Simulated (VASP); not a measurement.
Crystal: PtSe2 (Sudovikovite).

```
Pt Se
1.0
     3.72400    0.00000    0.00000
    -1.86200    3.22508    0.00000
     0.00000    0.00000    5.06200
Pt Se
1 2
Direct
  0.00000 0.00000 0.00000
  0.66667 0.33333 0.75000
  0.33333 0.66667 0.25000
```

```yaml
Program: VASP 6.6.1
Task: relaxation of cell and atoms
Functional: PBEsol
Potentials_or_basis: VASP PAW PBE potentials, release 64 (Pt, Se)
Cutoff: 600 eV
k_mesh: 8 × 8 × 5
Occupations: fermi-dirac, width 0.05 eV
Spin: no spin polarisation
Hubbard_terms: Pt d U = 8.0 eV
```

At the start: pressure -4.2 GPa; volume 20.27 Å³/atom.

Question: How do energy, volume and symmetry change on relaxing?

Answer: Over 17 steps the energy falls by 16.3 meV/atom and the volume is 18.71 Å³/atom (-7.7 %); space group P-3m1 (No. 164, to 0.05 Å).

Step by step:
```
step  energy change (eV)  largest force (eV/Å)  pressure (GPa)  volume (Å³)
   1              0.0000                0.1836           -4.17        60.80
   2              0.0287                0.8003            6.60        56.27
   3             -0.0271                0.1905           -0.19        58.87
   4             -0.0271                0.1985           -0.10        58.83
   5             -0.0306                0.1644           -0.09        58.56
   6             -0.0381                0.0641            0.01        57.75
   7             -0.0393                0.1354            0.46        56.15
   8             -0.0412                0.0328            0.22        56.91
   9             -0.0448                0.0683           -0.28        56.82
  10             -0.0467                0.1193           -0.92        56.70
  11             -0.0487                0.0496           -0.22        56.23
  12             -0.0489                0.0254            0.04        56.07
  13             -0.0489                0.0235            0.06        56.06
  14             -0.0489                0.0208            0.03        56.08
  15             -0.0490                0.0137           -0.06        56.14
  16             -0.0490                0.0015            0.05        56.11
  17             -0.0490                0.0018            0.02        56.12
```

Final structure:
```
CELL_PARAMETERS angstrom
3.69434 0.00000 0.00000
-1.84717 3.19939 0.00000
0.00000 0.00000 4.74773
ATOMIC_POSITIONS crystal
Pt 0.00000 0.00000 0.00000
Se 0.66667 0.33333 0.73582
Se 0.33333 0.66667 0.26418
```

Caveat: the PAW data sets were made with another functional, which shifts forces and pressure a little; U without spin polarisation on a metal has little footing.
